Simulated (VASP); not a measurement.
Set up this calculation in VASP 6.6.1, as the native input.

| Property | Result |
| --- | --- |
| Task | single point |
| Functional | PBEsol |
| Potentials or basis | VASP PAW PBE potentials, release 64 (Ba_sv) |
| Cutoff | 520 eV |
| k mesh | 9 × 9 × 9 |
| Occupations | fermi-dirac, width 0.05 eV |
| Spin | no spin polarisation |
| Dipole correction | no |
| Further INCAR settings | ALGO = Normal; EDIFF = 1e-06; NBANDS = 17 |

The structure of Ba lies in POSCAR:

```
Ba
1.0
    0.0000000000      2.7962178098      2.7962178098
    2.7962178098      0.0000000000      2.7962178098
    2.7962178098      2.7962178098      0.0000000000
Ba
2
Direct
   -0.1250000000     -0.1250000000     -0.1250000000
    0.1250000000      0.1250000000      0.1250000000
```

This isn't the form of Ba at room conditions, which is bcc.

These files were run (other wordings do the same):

INCAR

```
SYSTEM = Ba
  ALGO = Normal
  EDIFF = 1E-6
  ENCUT = 520
  GGA = PS
  ISIF = 2
  ISMEAR = -1
  LASPH = .TRUE.
  LCHARG = .TRUE.
  LELF = .TRUE.
  LREAL = .FALSE.
  LVHAR = .TRUE.
  LWAVE = .FALSE.
  NBANDS = 17
  NELM = 100
  PREC = Accurate
  SIGMA = 0.05
```

KPOINTS

```
k-points
0
G
  9 9 9
  0 0 0
```

Potentials or basis: VASP PAW PBE potentials, release 64 (Ba_sv).

The run is started by

```console
$ cat potpaw_PBE.64/Ba_sv/POTCAR > POTCAR
$ mpirun -np 1 vasp_std > vasp.out
```

Results of the run:

- Pressure: 148.2 GPa
- Band gap on the k mesh: zero (bands 10 and 11 overlap by 2.11 eV)

Caveat: the cell stands under pressure; the PAW data sets were made with another functional, which shifts forces and pressure a little; spin-orbit coupling is left out, which moves the levels of the heavy elements.

Wall time 32 s on 1 thread of Intel(R) Xeon(R) Platinum 8259CL CPU @ 2.50GHz (Skylake/Cascade Lake) (shared host), peak memory 0.18 GiB.
